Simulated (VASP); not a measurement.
Set up this calculation in VASP 6.6.1, as the native input.

| Item | Value |
| --- | --- |
| Task | single point |
| Functional | LDA |
| Potentials or basis | VASP PAW LDA potentials, release 64 (Hf_pv) |
| Cutoff | 520 eV |
| k mesh | 6 × 6 × 3 |
| Occupations | fermi-dirac, width 0.05 eV |
| Spin | no spin polarisation |
| Dipole correction | no |
| Further INCAR settings | ALGO = Fast; EDIFF = 1e-06; NBANDS = 17 |

The structure of Hf lies in POSCAR:

```
Hf
1.0
    3.1967000000      0.0000000000      0.0000000000
   -1.5983500000      2.7684234083      0.0000000000
    0.0000000000      0.0000000000      5.0578000000
Hf
2
Direct
    0.6666666667      0.3333333333      0.7500000000
    0.3333333333      0.6666666667      0.2500000000
```

The input as run:

INCAR

```
SYSTEM = Hf
PREC = Accurate
ENCUT = 520
EDIFF = 1E-6
ISMEAR = -1
SIGMA = 0.05
LREAL = .False.
LASPH = .True.
NELM = 80
ALGO = Fast
ISIF = 2
LWAVE = .False.
LCHARG = .False.
NBANDS = 17
```

KPOINTS

```
Automatic mesh
0
Gamma
  6 6 3
  0 0 0
```

Potentials or basis: VASP PAW LDA potentials, release 64 (Hf_pv).

Command:

```bash
$ cat potpaw_LDA.64/Hf_pv/POTCAR > POTCAR
$ mpirun -np 1 vasp_std > vasp.out
```

It gave:

```json
{
 "Pressure": "-7.0 GPa",
 "Band gap on the k mesh": "zero (band 10 reaches 5.89 eV, above the bottom of band 11 at 4.73 eV)"
}
```

Caveat: the k points lie up to 0.41 Å⁻¹ apart; spin-orbit coupling is left out, which moves the levels of the heavy elements.

Wall time 18 s on 1 thread of AMD EPYC 7R13 Processor (Zen 3) (shared host), peak memory 0.11 GiB.
